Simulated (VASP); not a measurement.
Here is a VASP 6.6.1 calculation.

The input POSCAR:

```
Be
1.0
    0.0000000000      1.5950000000      1.5950000000
    1.5950000000      0.0000000000      1.5950000000
    1.5950000000      1.5950000000      0.0000000000
Be
1
Direct
    0.0000000000      0.0000000000      0.0000000000
```

Contents of INCAR.step1:

```
SYSTEM = Be
PREC = Accurate
ENCUT = 660
ISMEAR = -1
SIGMA = 0.1
LREAL = .False.
LASPH = .True.
NELM = 120
GGA = PE
ALGO = Normal
EDIFF = 1E-5
LWAVE = .True.
LCHARG = .False.
GGA_COMPAT = .False.
IBRION = 2
ISIF = 3
EDIFFG = -0.005
NELMIN = 4
NSW = 100
```

INCAR.step2

```
SYSTEM = Be
PREC = Accurate
ENCUT = 660
EDIFF = 1E-7
ISMEAR = -1
SIGMA = 0.1
LREAL = .False.
LASPH = .True.
NELM = 120
ALGO = Normal
ISIF = 3
LWAVE = .False.
LCHARG = .False.
METAGGA = R2SCAN
LMIXTAU = .True.
IVDW = 13
VDW_S6 = 1.0
VDW_S8 = 0.6018749
VDW_A1 = 0.51559235
VDW_A2 = 5.77342911
IBRION = 2
NSW = 80
EDIFFG = -0.03
ISTART = 1
GGA_COMPAT = .False.
NELMIN = 4
```

The input KPOINTS:

```
Automatic mesh
0
Gamma
  14 14 14
  0 0 0
```

Potentials or basis: VASP PAW PBE potentials, release 64 (Be).

The run is started by

```bash
$ cat potpaw_PBE.64/Be/POTCAR > POTCAR
$ cp INCAR.step1 INCAR
$ mpirun -np 1 vasp_std > vasp.out
$ cp INCAR.step2 INCAR
$ mpirun -np 1 vasp_std > vasp.out
```

Problem. What does it give for the space group after relaxing (to 0.1 Å)?

Solution. Fm-3m (No. 225).

Problem. Estimate the relaxed volume.

Solution. 7.85 Å³/atom.

Problem. Estimate the band gap on the k mesh.

Solution. Zero (bands 1 and 2 overlap by 0.31 eV).

Problem. What does it give for the dispersion energy per atom?

Solution. -0.045 eV.

The path:
```
step  energy change (eV)  largest force (eV/Å)  pressure (GPa)  volume (Å³)
   1              0.0000                0.0000           -3.82         8.12
   2             -0.0033                0.0000           -0.71         7.89
   3             -0.0034                0.0000           -0.04         7.85
```

Caveat: the PAW data sets were made with another functional, which shifts forces and pressure a little.
